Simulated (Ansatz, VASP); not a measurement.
InReS4: VASP beside Ansatz

```
In Re S
1.0
     4.21456    0.00000    0.00000
     0.00000    4.21456    0.00000
     0.00000    0.00000    6.31577
In Re S
1 1 4
Direct
  0.00000 0.00000 0.00000
  0.50000 0.50000 0.50000
  0.50000 0.00000 0.71599
  0.00000 0.50000 0.28401
  0.50000 0.00000 0.28401
  0.00000 0.50000 0.71599
```

Change from the starting cell: species swapped into the NbVH4 type (P4/mmm, No. 123).

Alike in both runs: functional PBE; k mesh 4 × 4 × 4; occupations gaussian, width 0.1 eV; collinear spin.

Ansatz relaxed the structure, and its values are those at the end. VASP's run is a single point on that final structure, the one shown.

|  | VASP | Ansatz |
| --- | --- | --- |
| version | VASP 6.6.1 | Ansatz 0.2.0 |
| potentials or method | VASP PAW PBE potentials, release 64 (In_d, Re, S), cutoff 520 eV | scalar-relativistic, plane waves, PAW |
| valence electrons in the cell | 44 | 52 |

|  | VASP | Ansatz | Ansatz less VASP |
| --- | --- | --- | --- |
| gap on the k mesh at the Fermi level (eV) | none | none | - |
| pressure (GPa) | 0.1 | 0.0 | -0.03 |
| rms of the force components (eV/Å) | 0.006 | 0.002 | -0.0039 |
| net moment per atom (μB) | 0.00 | 0.00 | 0.000 |

A gap of «none» marks a metal or a gap that the smearing closes. VASP's potentials hold 44 valence electrons a cell and Ansatz's 52, so a difference there can come from the potentials and not from the codes. Ansatz's warnings: seeded moment not kept.

The k mesh is coarse, so the values compare programs but aren't converged. Neither program's run includes spin-orbit coupling.
